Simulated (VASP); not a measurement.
Input of a VASP 6.6.1 run:

The input INCAR:

```
SYSTEM = Sr
PREC     = Accurate       ! precision mode
ENCUT    = 600            ! plane-wave cutoff, eV
EDIFF    = 1E-6           ! SCF threshold, eV
ISMEAR   = 0              ! smearing method
SIGMA    = 0.1            ! smearing width, eV
LREAL    = .FALSE.        ! projectors in reciprocal space
LASPH    = .TRUE.         ! aspherical terms in the spheres
NELM     = 100            ! most SCF steps
ALGO     = Normal         ! electronic algorithm
ISIF     = 3              ! what is computed and relaxed
LWAVE    = .FALSE.        ! write WAVECAR
LCHARG   = .FALSE.        ! write CHGCAR
GGA      = PS             ! functional
IBRION   = 2              ! ionic algorithm
NSW      = 100            ! ionic steps
EDIFFG   = -0.01          ! ionic threshold
```

The input KPOINTS:

```
Automatic mesh
0
G
  18 18 18
  0 0 0
```

Contents of POSCAR:

```
Sr
1.0
   -2.0760905755      2.0760905755      3.0294938632
    2.0760905755     -2.0760905755      3.0294938632
    2.0760905755      2.0760905755     -3.0294938632
Sr
1
Direct
    0.0000000000      0.0000000000      0.0000000000
```

Potentials or basis: VASP PAW PBE potentials, release 64 (Sr_sv).

Command:

```console
$ cat potpaw_PBE.64/Sr_sv/POTCAR > POTCAR
$ mpirun -np 1 vasp_std > vasp.out
```

(1) What does it give for the band gap on the k mesh?

(2) Predict the relaxed volume.

(3) What does it give for the space group after relaxing (to 0.05 Å)?

(4) Estimate the relaxed cell.

Answers

(1) zero (filled and empty bands overlap).

(2) 51.98 Å³/atom.

(3) Fm-3m (No. 225).

(4) a = 4.192 Å, b = 4.192 Å, c = 4.192 Å, α = 120.15°, β = 120.15°, γ = 89.74°.

Caveat: the PAW data sets were made with another functional, which shifts forces and pressure a little.
